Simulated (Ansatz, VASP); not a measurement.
## One calculation of YSb, two programs

Contents of INCAR:

```
SYSTEM = YSb
PREC = Accurate
ENCUT = 520
EDIFF = 1E-6
ISMEAR = -1
SIGMA = 0.1
LREAL = .FALSE.
LASPH = .TRUE.
NELM = 80
ALGO = Normal
ISIF = 2
LWAVE = .FALSE.
LCHARG = .FALSE.
NBANDS = 15
```

The input KPOINTS:

```
Automatic mesh
0
G
  12 12 12
  0 0 0
```

File POSCAR:

```
YSb
1.0
    0.0000000000      3.3958157526      3.3958157526
    3.3958157526      0.0000000000      3.3958157526
    3.3958157526      3.3958157526      0.0000000000
Y Sb
1 1
Direct
    0.0000000000      0.0000000000      0.0000000000
    0.2500000000      0.2500000000      0.2500000000
```

Input for Ansatz:

```yaml
crystal:
  lattice:
    - [0.0, 3.3958157526, 3.3958157526]
    - [3.3958157526, 0.0, 3.3958157526]
    - [3.3958157526, 3.3958157526, 0.0]
  atoms:
    - { symbol: "Y", position: [0.0, 0.0, 0.0] }
    - { symbol: Sb, position: [0.25, 0.25, 0.25] }
kpoints:
  mp_grid: { grid: [12, 12, 12] }
  band_path:
    path:
      - [0.0, 0.0, 0.0]
      - [-0.5, -0.5, 0.0]
      - [-0.375, -0.375, 0.25]
      - [-0.375, 0.0, 0.375]
      - [0.0, 0.0, 0.0]
      - [0.0, 0.0, 0.5]
      - [-0.5, -0.25, 0.25]
      - [-0.5, -0.5, 0.0]
    npoints: 8
scf:
  occupations: { method: fermi_dirac, width: 0.1 }
hamiltonian:
  xc: lda
  pseudopotentials: { kind: paw }
output:
  forces: true
  stress: true
  eigenvalues: true
  populations: true
  dos: { projected: true, de: 0.2, e_range: [-14, 8] }
```

Change from the starting cell: volume scaled by 1, PAW files.

Alike in both runs: task single point; functional LDA; k mesh 12 × 12 × 12; occupations fermi-dirac, width 0.1 eV; no spin polarisation.

```csv
,VASP,Ansatz
version,VASP 6.6.1,Ansatz 0.2.0
potentials or method,"VASP PAW LDA potentials, release 64 (Y_sv, Sb)","PAW with Ansatz's default frozen-core files, scalar-relativistic"
plane-wave cutoff (eV),520,420
valence electrons in the cell,16,26
```

VASP gave:

```
pressure (GPa) : 0.1
```

Problem. Estimate Ansatz's values.

Solution. Pressure (GPa): 0.0.

LDA's correlation is that of Perdew and Zunger in VASP and of Perdew and Wang (1992) in Ansatz. VASP's potentials hold 16 valence electrons a cell and Ansatz's 26, so a difference there can come from the potentials and not from the codes.

Spin-orbit coupling is off throughout.
